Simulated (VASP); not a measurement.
# Nb (I4/mmm) in VASP: further runs

Nb is run at these levels: PBEsol; tasks: single point.

Program: VASP 6.6.1. These are calculated values, not measurements. Logs are shortened: lines on timing, memory, paths and dates and some standing lists are left out, and cuts for length are marked.

**1. The cell of the first run**

It takes space group I4/mmm (No. 139, tetragonal). Conventional cell: a = 2.991 Å, b = 2.991 Å, c = 4.272 Å, α = 90.00°, β = 90.00°, γ = 90.00°. Nb (site symmetry 4/mmm) has 12 Nb at 2.99 to 3.01 Å within 3.9 Å.

**2. Single point, PBEsol (strain +0.0100 x Voigt [0, 0, 1, 0, 0, 0])**

Input file INCAR:

```
  ALGO = Fast
  EDIFF = 1E-7
  ENCUT = 520
  GGA = PS
  ISIF = 2
  ISMEAR = 0
  LASPH = True
  LCHARG = False
  LREAL = False
  LWAVE = False
  NBANDS = 12
  NELM = 80
  PREC = Accurate
  SIGMA = 0.15
```

Input file KPOINTS:

```
k-points
0
Gamma
  20 20 20
```

Input file POSCAR:

```
Nb
1.0
    0.0000000000      2.1150000000      2.1361500000
    2.1150000000      0.0000000000      2.1361500000
    2.1150000000      2.1150000000      0.0000000000
Nb
1
Direct
    0.0000000000      0.0000000000      0.0000000000
```

Potentials or basis: VASP PAW PBE potentials, release 64 (Nb_sv).

Command:

```console
> cat potpaw_PBE.64/Nb_sv/POTCAR > POTCAR
> mpirun -np 1 vasp_std > vasp.out
```

OUTCAR:

```text
EDIFF = 1E-7
   ENCUT = 520
   GGA = PS
   ISIF = 2
   ISMEAR = 0
   LASPH = True
   LREAL = False
   NELM = 80
   PREC = Accurate

 ion  position               nearest neighbor table
   1  0.000  0.000  0.000-

  LATTYP: Found a body centered tetragonal cell.
 ALAT       =     2.9910616844
 C/A-ratio  =     1.4283556980

  Lattice vectors:

 A1 = (  -2.1150000000,   0.0000000000,   2.1361500000)
 A2 = (   2.1150000000,   0.0000000000,   2.1361500000)
 A3 = (   0.0000000000,   2.1150000000,  -2.1361500000)

Analysis of symmetry for initial positions (statically):
=====================================================================
 Subroutine PRICEL returns:
 Original cell was already a primitive cell.

 Routine SETGRP: Setting up the symmetry group for a
 body centered tetragonal supercell.

 Subroutine GETGRP returns: Found 16 space group operations
 (whereof 16 operations were pure point group operations)
 out of a pool of 16 trial point group operations.

The static configuration has the point symmetry D_4h.

Analysis of symmetry for dynamics (positions and initial velocities):
=====================================================================
 Subroutine PRICEL returns:
 Original cell was already a primitive cell.

 Routine SETGRP: Setting up the symmetry group for a
 body centered tetragonal supercell.

 Subroutine GETGRP returns: Found 16 space group operations
 (whereof 16 operations were pure point group operations)
 out of a pool of 16 trial point group operations.

The dynamic configuration has the point symmetry D_4h.

 Subroutine INISYM returns: Found 16 space group operations
 (whereof 16 operations are pure point group operations),
 and found     1 'primitive' translations

----------------------------------------------------------------------------------------

                                     Primitive cell

  volume of cell :      19.1110

  direct lattice vectors                    reciprocal lattice vectors
     0.000000000  2.115000000  2.136150000    -0.236406619  0.236406619  0.234065960
     2.115000000  0.000000000  2.136150000     0.236406619 -0.236406619  0.234065960
     2.115000000  2.115000000  0.000000000     0.236406619  0.236406619 -0.234065960

  length of vectors
     3.006054195  3.006054195  2.991061684     0.408121370  0.408121370  0.408121370

  position of ions in fractional coordinates (direct lattice)
     0.000000000  0.000000000  0.000000000

  ion indices of the primitive-cell ions
   primitive index   ion index
                 1           1

----------------------------------------------------------------------------------------

 KPOINTS: k-points

Automatic generation of k-mesh.
 Grid dimensions read from file:
 generate k-points for:   20   20   20

 Generating k-lattice:

  Cartesian coordinates                     Fractional coordinates (reciprocal lattice)
    -0.011820331  0.011820331  0.011703298     0.050000000 -0.000000000  0.000000000
     0.011820331 -0.011820331  0.011703298    -0.000000000  0.050000000  0.000000000
     0.011820331  0.011820331 -0.011703298     0.000000000  0.000000000  0.050000000

  Length of vectors
     0.020406069  0.020406069  0.020406069

  Shift w.r.t. Gamma in fractional coordinates (k-lattice)
     0.000000000  0.000000000  0.000000000

 Subroutine IBZKPT returns following result:
 ===========================================

 Found    641 irreducible k-points:

 Following reciprocal coordinates:
            Coordinates               Weight
  0.000000  0.000000  0.000000      1.000000
  0.050000  0.000000  0.000000      8.000000
  0.100000  0.000000  0.000000      8.000000
  0.150000  0.000000  0.000000      8.000000
  0.200000  0.000000  0.000000      8.000000
  0.250000  0.000000  0.000000      8.000000
[... 16 lines left out ...]
 -0.400000  0.050000  0.000000      8.000000
 -0.350000  0.050000  0.000000      8.000000
 [... further k-points ...]
   k-points           NKPTS =    641   k-points in BZ     NKDIM =    641   number of bands    NBANDS=     12
   number of dos      NEDOS =    301   number of ions     NIONS =      1
   total plane-waves  NPLWV =  13824
   dimension x,y,z NGX =    24 NGY =   24 NGZ =   24
   dimension x,y,z NGXF=    48 NGYF=   48 NGZF=   48
   ions per type =               1
   NGX,Y,Z   is equivalent  to a cutoff of  13.27, 13.27, 13.34 a.u.
   NGXF,Y,Z  is equivalent  to a cutoff of  26.55, 26.55, 26.68 a.u.
 SYSTEM =  unknown system
   PREC   = accura    normal or accurate (medium, high low for compatibility)
   ISTART =      0    job   : 0-new  1-cont  2-samecut
   ICHARG =      2    charge: 1-file 2-atom 10-const
   ISPIN  =      1    spin polarized calculation?
   LNONCOLLINEAR =      F non collinear calculations
   LSORBIT =      F    spin-orbit coupling
   LASPH  =      T    aspherical Exc in radial PAW
   ENCUT  =  520.0 eV  38.22 Ry    6.18 a.u.   5.59  5.59  5.56*2*pi/ulx,y,z
   NELM   =     80;   NELMIN=  2; NELMDL= -5     # of ELM steps
   EDIFF  = 0.1E-06   stopping-criterion for ELM
   LREAL  =      F    real-space projection
   EDIFFG = 0.1E-05   stopping-criterion for IOM
   NSW    =      0    number of steps for IOM
   IBRION =     -1    ionic relax: 0-MD 1-quasi-New 2-CG
   NFREE  =      0    steps in history (QN), initial steepest desc. (CG)
   ISIF   =      2    stress and relaxation
   ISYM   =      2    0-nonsym 1-usesym 2-fastsym
   POTIM  = 0.5000    time-step for ionic-motion
   TEBEG  =    0.0;   TEEND  =   0.0 temperature during run
   PSTRESS=    0.0 pullay stress
   NELECT =      13.0000    total number of electrons
   NUPDOWN=      -1.0000    fix difference up-down
   EMIN   =  10.00;   EMAX   =-10.00  energy-range for DOS
   EFERMI =   0.00;   METHOD = LEGACY
   ISMEAR =     0;   SIGMA  =   0.15  broadening in eV -4-tet -1-fermi 0-gaus
   EFERMI_NEDOS =   21; number of points for ismear=-14 and -15
   IALGO  =     68    algorithm
   IMIX   =      4    mixing-type and parameters
     AMIX     =   0.40;   BMIX     =  1.00
     AMIX_MAG =   1.60;   BMIX_MAG =  1.00
  volume/ion in A,a.u.               =      19.11       128.97
  Fermi-wavevector in a.u.,A,eV,Ry     =   1.439777  2.720783 28.204289  2.072957
  Thomas-Fermi vector in A             =   2.558594
   LORBIT       =      0    0 simple, 1 ext, 2 COOP (PROOUT), +10 PAW based schemes
   GGA     = PS    functional components
   LHFCALC =     F    Hartree Fock is set to
   AEXX    =    0.0000 exact exchange contribution
   IVDW    =     0    specifies the selected vdW correction
   LEPSILON=     F    determine dielectric tensor
   LRPA    =     F    only Hartree local field effects (RPA)
 non-spin polarized calculation
 RMM-DIIS sequential band-by-band and
 Gauss-broadening in eV      SIGMA  =   0.15
  energy-cutoff  :      520.00
  volume of cell :       19.11
 maximum number of plane-waves:       532
   NGX = 11   NGY = 11   NGZ = 11

 number of electron      13.0000000 magnetization

 Free energy of the ion-electron system (eV)
  ---------------------------------------------------
  ext. energy  EPLUGINS =         0.00000000
  ---------------------------------------------------
  free energy    TOTEN  =       -10.58740710 eV

  energy without entropy =      -10.57012350  energy(sigma->0) =      -10.57876530

 E-fermi :  10.5868     XC(G=0): -12.3276

 val. band max:       10.5867087720   @ k =  -0.3500   0.1000   0.0000
 cond. band min:      10.5871671152   @ k =  -0.1000   0.2500   0.1500
 fundamental gap:      0.0004583433
 Fermi energy:        10.5867817075

 k-point     1 :       0.0000    0.0000    0.0000
  band No.  band energies     occupation
      1     -44.1315      2.00000
      2     -19.5713      2.00000
      3     -19.5705      2.00000
      4     -19.5705      2.00000
      5       4.3770      2.00000
      6      10.6227      0.73475
      7      10.7371      0.15655
      8      10.7371      0.15655
      9      13.1481      0.00000
     10      13.3001      0.00000
     11      22.3958      0.00000
     12      26.8654      0.00000

 k-point     2 :       0.0500    0.0000    0.0000
  band No.  band energies     occupation
      1     -44.1272      2.00000
      2     -19.6003      2.00000
      3     -19.5749      2.00000
      4     -19.5740      2.00000
      5       4.4692      2.00000
      6      10.6007      0.89571
      7      10.7294      0.17872
      8      10.7800      0.06849
      9      13.1115      0.00000
     10      13.2599      0.00000
     11      22.5817      0.00000
     12      26.6202      0.00000

 k-point     3 :       0.1000    0.0000    0.0000
  band No.  band energies     occupation
      1     -44.1145      2.00000
      2     -19.6854      2.00000
      3     -19.5861      2.00000
      4     -19.5841      2.00000
      5       4.7366      2.00000
      6      10.4293      1.86230
      7      10.8229      0.02598
      8      10.8962      0.00353
      9      13.0248      0.00000
     10      13.1615      0.00000
     11      23.0962      0.00000
     12      25.7546      0.00000

 k-point     4 :       0.1500    0.0000    0.0000
  band No.  band energies     occupation
      1     -44.0948      2.00000
      2     -19.8163      2.00000
      3     -19.6035      2.00000
      4     -19.5997      2.00000
      5       5.1507      2.00000
      6      10.1865      1.99984
      7      10.9578      0.00047
      8      11.0418      0.00002
      9      12.9578      0.00000
     10      13.0722      0.00000
     11      23.7345      0.00000
     12      24.9261      0.00000

 k-point     5 :       0.2000    0.0000    0.0000
  band No.  band energies     occupation
      1     -44.0698      2.00000
      2     -19.9783      2.00000
      3     -19.6252      2.00000
      4     -19.6193      2.00000
      5       5.6566      2.00000
      6       9.9756      2.00000
      7      11.0377      0.00002
      8      11.1371      0.00000
      9      13.0164      0.00000
     10      13.0967      0.00000
     11      23.5415      0.00000
     12      25.0629      0.00000
[... 228 lines left out ...]
      1     -43.9491      2.00000
      2     -20.6900      2.00000
      3     -19.7437      2.00000
      4     -19.7164      2.00000
      5       6.8821      2.00000
      6      10.3307      1.98425
      7      10.6506      0.54745
      8      11.7271      0.00000
      9      15.1320      0.00000
     10      15.3424      0.00000
     11      20.7311      0.00000
     12      22.3270      0.00000

 k-point    22 :      -0.4500    0.0500    0.0000
  band No.  band energies     occupation
      1     -43.9505      2.00000
      2     -20.6821      2.00000
      3     -19.7473      2.00000
      4     -19.7102      2.00000
      5       6.8849      2.00000
      6      10.3585      1.96860
      7      10.6486      0.56015
      8      11.6584      0.00000
      9      14.9638      0.00000
     10      15.4209      0.00000
     11      20.7846      0.00000
     12      22.4133      0.00000

 k-point    23 :      -0.4000    0.0500    0.0000
  band No.  band energies     occupation
      1     -43.9606      2.00000
      2     -20.6241      2.00000
      3     -19.7430      2.00000
      4     -19.6978      2.00000
      5       6.8918      2.00000
      6      10.4497      1.80375
      7      10.7108      0.24239
      8      11.2295      0.00000
      9      14.5834      0.00000
     10      15.2178      0.00000
     11      21.0947      0.00000
     12      22.9987      0.00000

 k-point    24 :      -0.3500    0.0500    0.0000
  band No.  band energies     occupation
      1     -43.9784      2.00000
      2     -20.5208      2.00000
      3     -19.7311      2.00000
      4     -19.6802      2.00000
      5       6.8627      2.00000
      6      10.5750      1.08878
      7      10.6563      0.51190
      8      10.8303      0.02166
      9      14.0778      0.00000
     10      14.8091      0.00000
     11      21.5294      0.00000
     12      23.9845      0.00000

 [... further k-points ...]
[... 5 lines left out ...]
  --------------------------------------------------------------------------------------
  -------------------------------------------------------------------------------------
  Total       -1.1340122     -1.1340122     -0.8276350      0.0000000      0.0000000      0.0000000
  in kB      -95.0705091    -95.0705091    -69.3852149      0.0000000      0.0000000      0.0000000
  external PRESSURE =     -86.5087444 kB  Pullay stress =       0.0000000 kB

 VOLUME and BASIS-vectors are now :
 -----------------------------------------------------------------------------
  energy-cutoff  :      520.00
  volume of cell :       19.11
      direct lattice vectors                 reciprocal lattice vectors
     0.000000000  2.115000000  2.136150000    -0.236406619  0.236406619  0.234065960
     2.115000000  0.000000000  2.136150000     0.236406619 -0.236406619  0.234065960
     2.115000000  2.115000000  0.000000000     0.236406619  0.236406619 -0.234065960

 POSITION                                       TOTAL-FORCE (eV/Angst)
 -----------------------------------------------------------------------------------
      0.00000      0.00000      0.00000         0.000000      0.000000      0.000000
 -----------------------------------------------------------------------------------
    total drift:                                0.000000      0.000000     -0.000000

  FREE ENERGIE OF THE ION-ELECTRON SYSTEM (eV)
  ---------------------------------------------------
  free  energy   TOTEN  =       -10.5874071025 eV

  energy  without entropy=      -10.5701234960  energy(sigma->0) =      -10.57876530
```

Run time: 2.4 min. Hardware: 1 thread of Intel Xeon Platinum 8488C (Sapphire Rapids), shared host; peak memory 0.26 GiB.

Results:

```
Free energy : -10.5874 eV
Pressure    : -8.7 GPa
```

Caveat: the cell differs from its parent crystal (strain +0.0100 x Voigt [0, 0, 1, 0, 0, 0]); the PAW data sets were made with another functional, which shifts forces and pressure a little.

**3. Single point, PBEsol (strain +0.0150 x Voigt [0, 0, 1, 0, 0, 0])**

Input file INCAR:

```
SYSTEM = Nb
  PREC = Accurate
  ENCUT = 520
  EDIFF = 1E-6
  ISMEAR = 0
  SIGMA = 0.15
  LREAL = .FALSE.
  LASPH = .TRUE.
  NELM = 80
  ALGO = Fast
  ISIF = 2
  LWAVE = .FALSE.
  LCHARG = .TRUE.
  GGA = PS
  LELF = .TRUE.
  LVHAR = .TRUE.
  NBANDS = 12
```

Input file KPOINTS:

```
Automatic mesh
0
G
  20 20 20
  0 0 0
```

Input file POSCAR:

```
Nb
1.0
    0.0000000000      2.1150000000      2.1467250000
    2.1150000000      0.0000000000      2.1467250000
    2.1150000000      2.1150000000      0.0000000000
Nb
1
Direct
    0.0000000000      0.0000000000      0.0000000000
```

Potentials or basis: VASP PAW PBE potentials, release 64 (Nb_sv).

Command:

```console
> cat potpaw_PBE.64/Nb_sv/POTCAR > POTCAR
> mpirun -np 1 vasp_std > vasp.out
```

Wall time 2 min (1 thread of Intel Xeon Platinum 8488C (Sapphire Rapids), shared host); peak memory 0.25 GiB.

It converged, with:

| Property | Result |
| --- | --- |
| Free energy | -10.5834 eV |
| Pressure | -9.4 GPa |

Stress tensor (GPa, compression positive):
```
-10.63   0.00   0.00
  0.00 -10.63   0.00
  0.00   0.00  -6.91
```

Levels at points of the mesh, in eV from the Fermi level:
| k point | band 3 | band 4 | band 5 | band 6 | band 7 | band 8 | band 9 | band 10 |
| --- | --- | --- | --- | --- | --- | --- | --- | --- |
| (0.00, 0.00, 0.00) | -30.17 | -30.17 | -6.20 | 0.00 | 0.17 | 0.17 | 2.51 | 2.74 |
| (0.50, 0.00, 0.00) | -30.33 | -30.30 | -3.76 | -0.16 | 0.02 | 1.28 | 4.49 | 4.59 |
| (0.50, 0.50, 0.00) | -30.55 | -30.55 | -3.94 | -3.19 | 3.27 | 4.52 | 5.09 | 5.09 |
| (0.50, 0.00, 0.50) | -30.59 | -30.56 | -3.95 | -3.22 | 3.53 | 4.51 | 5.01 | 5.18 |

Caveat: the cell differs from its parent crystal (strain +0.0150 x Voigt [0, 0, 1, 0, 0, 0]); the PAW data sets were made with another functional, which shifts forces and pressure a little.

(Part 1 of 2 ends here.)
